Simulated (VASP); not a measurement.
# Ti (P6_3/mmc) in VASP: further runs, part 2 of 2

VASP 6.6.1. The steps go on from the part before.

### 3 Relaxation of cell and atoms, PBEsol

This run uses another cell than the first one, of 17.64 Å³/atom.

The input, INCAR:

```
  PREC = Accurate
  ENCUT = 600
  EDIFF = 1E-6
  ISMEAR = 1
  SIGMA = 0.05
  LREAL = F
  LASPH = T
  NELM = 100
  ALGO = Normal
  ISIF = 3
  LWAVE = F
  LCHARG = F
  GGA = PS
  IBRION = 2
  NSW = 80
  EDIFFG = -0.01
```

The input, KPOINTS:

```
regular mesh
0
Gamma
  18 18 10
```

The input, POSCAR:

```
Ti
1.0
    2.9500000000      0.0000000000      0.0000000000
   -1.4750000000      2.5547750000      0.0000000000
    0.0000000000      0.0000000000      4.6800000000
Ti
2
Direct
    0.3333333333      0.6666666667      0.2500000000
    0.6666666667      0.3333333333      0.7500000000
```

Potentials or basis: VASP PAW PBE potentials, release 64 (Ti_sv).

On the command line:

```bash
> cat potpaw_PBE.64/Ti_sv/POTCAR > POTCAR
> mpirun -np 1 vasp_std > vasp.out
```

OUTCAR:

```text
PREC = Accurate
   ENCUT = 600
   EDIFF = 1E-6
   ISMEAR = 1
   LREAL = F
   LASPH = T
   NELM = 100
   ISIF = 3
   GGA = PS
   IBRION = 2
   NSW = 80
   EDIFFG = -0.01

 ion  position               nearest neighbor table
   1  0.333  0.667  0.250-   2 2.89   2 2.89   2 2.89   2 2.89   2 2.89   2 2.89
   2  0.667  0.333  0.750-   1 2.89   1 2.89   1 2.89   1 2.89   1 2.89   1 2.89

  LATTYP: Found a hexagonal cell.
 ALAT       =     2.9500000000
 C/A-ratio  =     1.5864406780

  Lattice vectors:

 A1 = (   2.9500000000,   0.0000000000,   0.0000000000)
 A2 = (  -1.4750000000,   2.5547750000,   0.0000000000)
 A3 = (   0.0000000000,   0.0000000000,   4.6800000000)

Analysis of symmetry for initial positions (statically):
=====================================================================
 Subroutine PRICEL returns:
 Original cell was already a primitive cell.

 Routine SETGRP: Setting up the symmetry group for a
 hexagonal supercell.

 Subroutine GETGRP returns: Found 24 space group operations
 (whereof 12 operations were pure point group operations)
 out of a pool of 24 trial point group operations.

[... 169 lines left out ...]

  FORCE on cell =-STRESS in cart. coord.  units (eV):
  Direction    XX          YY          ZZ          XY          YZ          ZX
  --------------------------------------------------------------------------------------
  -------------------------------------------------------------------------------------
  Total       -1.2848151     -1.2848151     -1.4028000      0.0000000     -0.0000000      0.0000000
  in kB      -58.3620691    -58.3620717    -63.7214758      0.0000000     -0.0000000      0.0000000
  external PRESSURE =     -60.1485389 kB  Pullay stress =       0.0000000 kB
[... 59 lines left out ...]
--------------------------------------- Ionic step        3  -------------------------------------------

 number of electron      23.9999997 magnetization

 Free energy of the ion-electron system (eV)
  ---------------------------------------------------
  ext. energy  EPLUGINS =         0.00000000
  ---------------------------------------------------
  free energy    TOTEN  =       -16.68054895 eV

  energy without entropy =      -16.68099693  energy(sigma->0) =      -16.68069828

 E-fermi :   8.6548     XC(G=0): -11.8289

 val. band max:        8.6527015071   @ k =   0.2778   0.2778   0.4000
 cond. band min:       8.6567304452   @ k =   0.0556   0.0000   0.5000
 fundamental gap:      0.0040289381
 Fermi energy:         8.6547581542

 k-point     1 :       0.0000    0.0000    0.0000
  band No.  band energies     occupation
      1     -47.9267      2.00000
      2     -47.7625      2.00000
      3     -24.6689      2.00000
      4     -23.9303      2.00000
      5     -23.9303      2.00000
      6     -23.8512      2.00000
[... 433 lines left out ...]
      3     -24.4443      2.00000
      4     -24.3159      2.00000
      5     -24.3074      2.00000
      6     -24.1221      2.00000
[... 8 lines left out ...]
     15       9.8602      0.00000
     16      11.9187      0.00000

 [... further k-points ...]
[... 5 lines left out ...]
  --------------------------------------------------------------------------------------
  -------------------------------------------------------------------------------------
  Total       -0.0035658     -0.0035658     -0.0026156      0.0000000      0.0000000      0.0000000
  in kB       -0.1712133     -0.1712134     -0.1255872      0.0000000      0.0000000      0.0000000
  external PRESSURE =      -0.1560046 kB  Pullay stress =       0.0000000 kB
[... 17 lines left out ...]
  FREE ENERGIE OF THE ION-ELECTRON SYSTEM (eV)
  ---------------------------------------------------
  free  energy   TOTEN  =       -16.6805489492 eV

  energy  without entropy=      -16.6809969278  energy(sigma->0) =      -16.68069828

 reached required accuracy - stopping structural energy minimisation
```

Run time: 6.2 min. Hardware: 1 thread of Intel Xeon 8259CL, shared host; peak memory 0.27 GiB.

What came out:

- Free energy: -16.6805 eV
- Relaxed volume: 16.68 Å³/atom
- Relaxed cell: a = 2.898 Å, b = 2.898 Å, c = 4.589 Å, α = 90.00°, β = 90.00°, γ = 120.00°
- Space group after relaxing (to 0.1 Å): P6_3/mmc (No. 194)
- Energy gained by relaxing: 18.8 meV/atom
- Ionic steps: 3
- Pressure after relaxing: 0.0 GPa
- Band gap on the k mesh: zero (bands 12 and 13 overlap by 1.12 eV)

Step by step:
| step | energy change (eV) | largest force (eV/Å) | pressure (GPa) | volume (Å³) |
| --- | --- | --- | --- | --- |
| 1 | 0.0000 | 0.0000 | -6.01 | 35.27 |
| 2 | -0.0154 | 0.0000 | 5.36 | 32.00 |
| 3 | -0.0377 | 0.0000 | -0.02 | 33.37 |

Final structure:
```yaml
crystal:
  lattice:
    - [2.89757, 0.00000, 0.00000]
    - [-1.44878, 2.50937, 0.00000]
    - [0.00000, 0.00000, 4.58918]
  atoms:
    - { symbol: Ti, position: [0.33333, 0.66667, 0.25000] }
    - { symbol: Ti, position: [0.66667, 0.33333, 0.75000] }
```

Levels at points of the mesh, in eV from the Fermi level:
```csv
k point,band 9,band 10,band 11,band 12,band 13,band 14,band 15,band 16
"(0.00, 0.00, 0.00)",-6.32,-2.81,0.78,0.78,0.88,0.90,1.31,1.31
"(0.50, 0.00, 0.00)",-2.42,-2.30,-1.98,-0.59,0.46,0.64,1.22,3.51
"(0.00, 0.00, 0.50)",-4.41,-4.41,0.07,0.07,0.68,0.68,0.68,0.68
"(0.50, 0.00, 0.50)",-2.68,-2.68,-0.88,-0.88,1.43,1.43,1.78,1.78
```

Caveat: the PAW data sets were made with another functional, which shifts forces and pressure a little.
